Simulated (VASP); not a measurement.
Wanted: the native input for a VASP 6.6.1 run.

```
Task                    : single point
Functional              : LDA
Potentials or basis     : VASP PAW LDA potentials, release 64 (Zr_sv)
Cutoff                  : 520 eV
k mesh                  : 12 × 12 × 12
Occupations             : fermi-dirac, width 0.08 eV
Spin                    : no spin polarisation
Dipole correction       : no
k mesh for the DOS      : 18 × 18 × 18
Occupations for the DOS : tetrahedron
Further INCAR settings  : ALGO = Normal; EDIFF = 1e-07
```

The system is Zr.

```xyz
2
Lattice="0.0000 3.0251 3.0251 3.0251 0.0000 3.0251 3.0251 3.0251 0.0000" Properties=species:S:1:pos:R:3 pbc="T T T"
Zr   -0.7563   -0.7563   -0.7563
Zr    0.7563    0.7563    0.7563
```

This isn't the form of Zr at room conditions, which is hcp.

One way to write it, as run:

POSCAR

```
Zr
1.0
    0.0000000000      3.0250804479      3.0250804479
    3.0250804479      0.0000000000      3.0250804479
    3.0250804479      3.0250804479      0.0000000000
Zr
2
Direct
   -0.1250000000     -0.1250000000     -0.1250000000
    0.1250000000      0.1250000000      0.1250000000
```

INCAR.step1

```
SYSTEM = Zr
ALGO = Normal
EDIFF = 1E-7
ENCUT = 520
GGA = CA
ISIF = 2
ISMEAR = -1
LASPH = .True.
LCHARG = .True.
LMAXMIX = 4
LREAL = .False.
LWAVE = .False.
NBANDS = 19
NELM = 80
PREC = Accurate
SIGMA = 0.08
```

KPOINTS.step1

```
k-points
0
Gamma
  12 12 12
  0 0 0
```

INCAR.step2

```
SYSTEM = Zr
ALGO = Normal
EDIFF = 1E-7
ENCUT = 520
GGA = CA
ICHARG = 11
ISIF = 2
ISMEAR = -5
LASPH = .True.
LCHARG = .False.
LMAXMIX = 4
LORBIT = 10
LREAL = .False.
LWAVE = .False.
NEDOS = 2001
NELM = 80
PREC = Accurate
SIGMA = 0.08
```

KPOINTS.step2

```
k-points
0
Gamma
  18 18 18
  0 0 0
```

Potentials or basis: VASP PAW LDA potentials, release 64 (Zr_sv).

Launch:

```console
$ cat potpaw_LDA.64/Zr_sv/POTCAR > POTCAR
$ cp INCAR.step1 INCAR
$ cp KPOINTS.step1 KPOINTS
$ mpirun -np 1 vasp_std > vasp.out
$ cp INCAR.step2 INCAR
$ cp KPOINTS.step2 KPOINTS
$ mpirun -np 1 vasp_std > vasp.out
```

Results of the run:

```json
{
  "Valence electrons inside the program's atomic spheres": "Zr 10.22"
}
```

Wall time 3.9 min on 1 thread of Intel Xeon 8259CL, on a shared host, peak memory 0.26 GiB.
